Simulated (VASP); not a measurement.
# CdSe (P6_3mc) in VASP: dielectric tensor with PBE

Aim: the dielectric tensor of CdSe with PBE.

Everything below comes from runs of VASP 6.6.1. Logs are shortened: lines on timing, memory, paths and dates and some standing lists are left out, and cuts for length are marked.

### 1 The cell of the first run

It takes space group P6_3mc (No. 186, hexagonal). The conventional cell has a = 4.346 Å, b = 4.346 Å, c = 7.090 Å, α = 90.00°, β = 90.00°, γ = 120.00°. Within 3.5 Å of Cd (site symmetry 3m) lie 4 Se at 2.66 to 2.67 Å. Se (site symmetry 3m) has 4 Cd at 2.66 to 2.67 Å within 3.5 Å.

### 2 Dielectric tensor, PBE

INCAR reads:

```
SYSTEM = CdSe
ALGO = Normal
EDIFF = 1E-8
ENCUT = 520
GGA = PE
ISIF = 2
ISMEAR = 0
LASPH = .True.
LCHARG = .False.
LEPSILON = .True.
LREAL = .False.
LWAVE = .False.
NELM = 60
PREC = Accurate
SIGMA = 0.01
```

KPOINTS reads:

```
k-points
0
Gamma
  7 7 4
  0 0 0
```

POSCAR reads:

```
CdSe
1.0
    4.3460853832      0.0000000000      0.0000000000
   -2.1730426916      3.7638203488      0.0000000000
    0.0000000000      0.0000000000      7.0898398800
Cd Se
2 2
Direct
    0.6666666667      0.3333333333      0.4999533600
    0.3333333333      0.6666666667      0.9999533600
    0.6666666667      0.3333333333      0.8759066400
    0.3333333333      0.6666666667      0.3759066400
```

Potentials or basis: VASP PAW PBE potentials, release 64 (Cd, Se).

Command:

```sh
cat potpaw_PBE.64/Cd/POTCAR potpaw_PBE.64/Se/POTCAR > POTCAR
mpirun -np 1 vasp_std > vasp.out
```

OUTCAR:

```text
SYSTEM = CdSe
   EDIFF = 1E-8
   ENCUT = 520
   GGA = PE
   ISIF = 2
   ISMEAR = 0
   LASPH = .True.
   LEPSILON = .True.
   LREAL = .False.
   NELM = 60
   PREC = Accurate

 ion  position               nearest neighbor table
   1  0.667  0.333  0.500-   4 2.66   4 2.66   4 2.66   3 2.67
   2  0.333  0.667  1.000-   3 2.66   3 2.66   3 2.66   4 2.67
   3  0.667  0.333  0.876-   2 2.66   2 2.66   2 2.66   1 2.67
   4  0.333  0.667  0.376-   1 2.66   1 2.66   1 2.66   2 2.67

  LATTYP: Found a hexagonal cell.
 ALAT       =     4.3460853832
 C/A-ratio  =     1.6313162892

  Lattice vectors:

 A1 = (   4.3460853832,   0.0000000000,   0.0000000000)
 A2 = (  -2.1730426916,   3.7638203488,   0.0000000000)
 A3 = (   0.0000000000,   0.0000000000,   7.0898398800)

Analysis of symmetry for initial positions (statically):
=====================================================================
 Subroutine PRICEL returns:
 Original cell was already a primitive cell.

 Routine SETGRP: Setting up the symmetry group for a
 hexagonal supercell.

 Subroutine GETGRP returns: Found 12 space group operations
 (whereof  6 operations were pure point group operations)
 out of a pool of 24 trial point group operations.

The static configuration has the point symmetry C_3v.
 The point group associated with its full space group is C_6v.

Analysis of symmetry for dynamics (positions and initial velocities):
=====================================================================
 Subroutine PRICEL returns:
 Original cell was already a primitive cell.

 Routine SETGRP: Setting up the symmetry group for a
 hexagonal supercell.

 Subroutine GETGRP returns: Found 12 space group operations
 (whereof  6 operations were pure point group operations)
 out of a pool of 24 trial point group operations.

The dynamic configuration has the point symmetry C_3v.
 The point group associated with its full space group is C_6v.

 Subroutine INISYM returns: Found 12 space group operations
 (whereof  6 operations are pure point group operations),
 and found     1 'primitive' translations

----------------------------------------------------------------------------------------

                                     Primitive cell

  volume of cell :     115.9748

  direct lattice vectors                    reciprocal lattice vectors
     4.346085383  0.000000000  0.000000000     0.230092120  0.132843747  0.000000000
    -2.173042692  3.763820349  0.000000000     0.000000000  0.265687495  0.000000000
     0.000000000  0.000000000  7.089839880     0.000000000  0.000000000  0.141046909

  length of vectors
     4.346085383  4.346085383  7.089839880     0.265687495  0.265687495  0.141046909

  position of ions in fractional coordinates (direct lattice)
     0.666666667  0.333333333  0.499953360
     0.333333333  0.666666667  0.999953360
     0.666666667  0.333333333  0.875906640
     0.333333333  0.666666667  0.375906640

  ion indices of the primitive-cell ions
   primitive index   ion index
                 1           1
                 2           2
                 3           3
                 4           4

----------------------------------------------------------------------------------------

 KPOINTS: k-points

Automatic generation of k-mesh.
 Grid dimensions read from file:
 generate k-points for:    7    7    4

 Generating k-lattice:

  Cartesian coordinates                     Fractional coordinates (reciprocal lattice)
     0.032870303  0.018977678  0.000000000     0.142857143 -0.000000000  0.000000000
     0.000000000  0.037955356  0.000000000     0.000000000  0.142857143  0.000000000
     0.000000000  0.000000000  0.035261727     0.000000000  0.000000000  0.250000000

  Length of vectors
     0.037955356  0.037955356  0.035261727

  Shift w.r.t. Gamma in fractional coordinates (k-lattice)
     0.000000000  0.000000000  0.000000000

 Subroutine IBZKPT returns following result:
 ===========================================

 Found     24 irreducible k-points:

 Following reciprocal coordinates:
            Coordinates               Weight
  0.000000  0.000000  0.000000      1.000000
  0.142857  0.000000  0.000000      6.000000
  0.285714  0.000000  0.000000      6.000000
  0.428571  0.000000  0.000000      6.000000
  0.142857  0.142857  0.000000      6.000000
  0.285714  0.142857  0.000000     12.000000
[... 16 lines left out ...]
  0.428571  0.142857  0.500000      6.000000
  0.285714  0.285714  0.500000      6.000000
   k-points           NKPTS =     24   k-points in BZ     NKDIM =     24   number of bands    NBANDS=     22
   number of dos      NEDOS =    301   number of ions     NIONS =      4
   total plane-waves  NPLWV =  55296
   dimension x,y,z NGX =    32 NGY =   32 NGZ =   54
   dimension x,y,z NGXF=    64 NGYF=   64 NGZF=  108
   ions per type =               2   2
   NGX,Y,Z   is equivalent  to a cutoff of  12.24, 12.24, 12.66 a.u.
   NGXF,Y,Z  is equivalent  to a cutoff of  24.48, 24.48, 25.32 a.u.
 SYSTEM =  CdSe
   PREC   = accura    normal or accurate (medium, high low for compatibility)
   ISTART =      0    job   : 0-new  1-cont  2-samecut
   ICHARG =      2    charge: 1-file 2-atom 10-const
   ISPIN  =      1    spin polarized calculation?
   LNONCOLLINEAR =      F non collinear calculations
   LSORBIT =      F    spin-orbit coupling
   LASPH  =      T    aspherical Exc in radial PAW
   ENCUT  =  520.0 eV  38.22 Ry    6.18 a.u.   8.08  8.08 13.18*2*pi/ulx,y,z
   NELM   =     60;   NELMIN=  2; NELMDL= -5     # of ELM steps
   EDIFF  = 0.1E-07   stopping-criterion for ELM
   LREAL  =      F    real-space projection
   EDIFFG = 0.1E-06   stopping-criterion for IOM
   NSW    =      0    number of steps for IOM
   IBRION =     -1    ionic relax: 0-MD 1-quasi-New 2-CG
   NFREE  =      0    steps in history (QN), initial steepest desc. (CG)
   ISIF   =      2    stress and relaxation
   ISYM   =      2    0-nonsym 1-usesym 2-fastsym
   POTIM  = 0.5000    time-step for ionic-motion
   TEBEG  =    0.0;   TEEND  =   0.0 temperature during run
   PSTRESS=    0.0 pullay stress
   NELECT =      36.0000    total number of electrons
   NUPDOWN=      -1.0000    fix difference up-down
   EMIN   =  10.00;   EMAX   =-10.00  energy-range for DOS
   EFERMI =   0.00;   METHOD = LEGACY
   ISMEAR =     0;   SIGMA  =   0.01  broadening in eV -4-tet -1-fermi 0-gaus
   EFERMI_NEDOS =   21; number of points for ismear=-14 and -15
   IALGO  =     38    algorithm
   IMIX   =      4    mixing-type and parameters
     AMIX     =   0.40;   BMIX     =  1.00
     AMIX_MAG =   1.60;   BMIX_MAG =  1.00
  volume/ion in A,a.u.               =      28.99       195.66
  Fermi-wavevector in a.u.,A,eV,Ry     =   1.108463  2.094691 16.717341  1.228690
  Thomas-Fermi vector in A             =   2.244990
   LORBIT       =      0    0 simple, 1 ext, 2 COOP (PROOUT), +10 PAW based schemes
   GGA     = PE    functional components
   LHFCALC =     F    Hartree Fock is set to
   AEXX    =    0.0000 exact exchange contribution
   IVDW    =     0    specifies the selected vdW correction
   LEPSILON=     T    determine dielectric tensor
   LRPA    =     F    only Hartree local field effects (RPA)
 non-spin polarized calculation
 Gauss-broadening in eV      SIGMA  =   0.01
  energy-cutoff  :      520.00
  volume of cell :      115.97
 maximum number of plane-waves:      3138
   NGX = 17   NGY = 17   NGZ = 27

--------------------------------------- Ionic step        1  -------------------------------------------

 number of electron      36.0000002 magnetization

 E-fermi :   0.8103     XC(G=0):  -8.7421

 val. band max:        0.7100736855   @ k =   0.0000   0.0000   0.0000
 cond. band min:       1.3096994740   @ k =   0.0000   0.0000   0.0000
 fundamental gap:      0.5996257885
 Fermi energy:         0.8102595554

 k-point     1 :       0.0000    0.0000    0.0000
  band No.  band energies     occupation
      1     -11.7241      2.00000
      2     -11.3731      2.00000
      3      -7.1206      2.00000
      4      -7.1156      2.00000
      5      -7.1156      2.00000
      6      -7.0534      2.00000
[... 574 lines left out ...]
      6      -6.9703      2.00000
[... 14 lines left out ...]
     21       6.4048      0.00000
     22       6.4048      0.00000

  FORCE on cell =-STRESS in cart. coord.  units (eV):
  Direction    XX          YY          ZZ          XY          YZ          ZX
  --------------------------------------------------------------------------------------
  -------------------------------------------------------------------------------------
  Total        1.0938742      1.0938742      1.0985314      0.0000000      0.0000000      0.0000000
  in kB       15.1117376     15.1117376     15.1760757      0.0000000      0.0000000      0.0000000
  external PRESSURE =      15.1331836 kB  Pullay stress =       0.0000000 kB

 VOLUME and BASIS-vectors are now :
 -----------------------------------------------------------------------------
  energy-cutoff  :      520.00
  volume of cell :      115.97
      direct lattice vectors                 reciprocal lattice vectors
     4.346085383  0.000000000  0.000000000     0.230092120  0.132843747  0.000000000
    -2.173042692  3.763820349  0.000000000     0.000000000  0.265687495  0.000000000
     0.000000000  0.000000000  7.089839880     0.000000000  0.000000000  0.141046909

 POSITION                                       TOTAL-FORCE (eV/Angst)
 -----------------------------------------------------------------------------------
      2.17304      1.25461      3.54459         0.000000     -0.000000      0.005687
     -0.00000      2.50921      7.08951        -0.000000      0.000000      0.005687
      2.17304      1.25461      6.21004        -0.000000      0.000000     -0.005687
     -0.00000      2.50921      2.66512         0.000000      0.000000     -0.005687
 -----------------------------------------------------------------------------------
    total drift:                               -0.000000     -0.000000     -0.000501

  FREE ENERGIE OF THE ION-ELECTRON SYSTEM (eV)
  ---------------------------------------------------
  free  energy   TOTEN  =       -10.9769043818 eV

  energy  without entropy=      -10.9769043818  energy(sigma->0) =      -10.97690438

 HEAD OF MICROSCOPIC STATIC DIELECTRIC TENSOR (INDEPENDENT PARTICLE, excluding Hartree and local field effects)
 ------------------------------------------------------
          12.464495     0.000000     0.000000
           0.000000    12.464495     0.000000
           0.000000     0.000000    11.915083
 ------------------------------------------------------

 Free energy of the ion-electron system (eV)
  ---------------------------------------------------
  ---------------------------------------------------
  free energy    TOTEN  =        -3.78706257 eV

  energy without entropy =       -3.78706257

------------------------ aborting loop because EDIFF is reached ----------------------------------------

--------------------------------------- Ionic step        2  -------------------------------------------

------------------------ aborting loop because EDIFF is reached ----------------------------------------

--------------------------------------- Ionic step        3  -------------------------------------------

 Free energy of the ion-electron system (eV)
  ---------------------------------------------------
  ---------------------------------------------------
  free energy    TOTEN  =        -3.61292132 eV

  energy without entropy =       -3.61292132

------------------------ aborting loop because EDIFF is reached ----------------------------------------

 PIEZOELECTRIC TENSOR FIELD DIRECTION 3  (e Angst)
 -----------------------------------------------------------------------------
     2.78948  0.00000 -0.00000           ( -0.03687  0.00000 -0.00000)
     0.00000  2.78948 -0.00000           (  0.00000 -0.03687  0.00000)
     0.00000  0.00000 -5.78559           ( -0.00000  0.00000  0.07968)

 PIEZOELECTRIC TENSOR FIELD DIRECTION 3  (C/m^2)
 -----------------------------------------------------------------------------
     0.38536  0.00000 -0.00000
     0.00000  0.38536 -0.00000
     0.00000  0.00000 -0.79927

 MACROSCOPIC STATIC DIELECTRIC TENSOR (including local field effects in DFT)
 ------------------------------------------------------
          12.151652     0.000000     0.000000
           0.000000    12.151652    -0.000000
           0.000000    -0.000000    11.624875
 ------------------------------------------------------

 PIEZOELECTRIC TENSOR (including local field effects)  for field in x, y, z        (e  Angst)
          XX          YY          ZZ          XY          YZ          ZX
  --------------------------------------------------------------------------------
  x    -0.00000    -0.00000     0.00000     0.00000     0.00000     2.95463
  y     0.00000     0.00000     0.00000     0.00000     2.95463     0.00000
  z     2.78948     2.78948    -5.78559     0.00000     0.00000     0.00000

 PIEZOELECTRIC TENSOR (including local field effects)  for field in x, y, z        (C/m^2)
          XX          YY          ZZ          XY          YZ          ZX
  --------------------------------------------------------------------------------
  x    -0.00000    -0.00000     0.00000     0.00000     0.00000     0.40818
  y     0.00000     0.00000     0.00000     0.00000     0.40818     0.00000
  z     0.38536     0.38536    -0.79927     0.00000     0.00000     0.00000

 BORN EFFECTIVE CHARGES (including local field effects) (in |e|, cummulative output)
 ---------------------------------------------------------------------------------
 ion    1
    1     2.31496     0.00000     0.00000
    2     0.00000     2.31496     0.00000
    3     0.00000     0.00000     2.42351
 ion    2
    1     2.31496     0.00000     0.00000
    2     0.00000     2.31496     0.00000
    3     0.00000    -0.00000     2.42351
 ion    3
    1    -2.31496     0.00000     0.00000
    2    -0.00000    -2.31496     0.00000
    3     0.00000    -0.00000    -2.42351
 ion    4
    1    -2.31496     0.00000     0.00000
    2    -0.00000    -2.31496     0.00000
    3     0.00000     0.00000    -2.42351
```

It took 9.3 min on 1 thread of AMD EPYC 7R13 (Zen 3), shared host; peak memory 0.51 GiB.

Results:

```yaml
Band_gap_on_the_k_mesh: 0.60 eV
Electronic_dielectric_tensor_diagonal: 12.15, 12.15, 11.62
Born_charges_mean_of_the_diagonal: Cd +2.35; Se -2.35 e
```

Levels at points of the mesh, in eV from the valence-band top:
```tsv
k point	band 14	band 15	band 16	band 17	band 18	band 19	band 20	band 21	band 22
(0.00, 0.00, 0.00)	-0.72	-0.72	-0.04	0.00	0.00	0.60	2.17	5.86	5.86
(0.00, 0.00, 0.50)	-2.59	-0.38	-0.38	-0.38	-0.38	2.31	2.31	5.81	5.81
```

Electronic dielectric tensor:
```
12.15  0.00  0.00
 0.00 12.15  0.00
 0.00  0.00 11.62
```

Born effective charge tensors (e):
atom 1, Cd
```
2.31 0.00 0.00
0.00 2.31 0.00
0.00 0.00 2.42
```
atom 2, Cd
```
2.31 0.00 0.00
0.00 2.31 0.00
0.00 0.00 2.42
```
atom 3, Se
```
-2.31  0.00  0.00
 0.00 -2.31  0.00
 0.00  0.00 -2.42
```
atom 4, Se
```
-2.31  0.00  0.00
 0.00 -2.31  0.00
 0.00  0.00 -2.42
```

Caveat: the gap is small at this level, which inflates the dielectric constant.
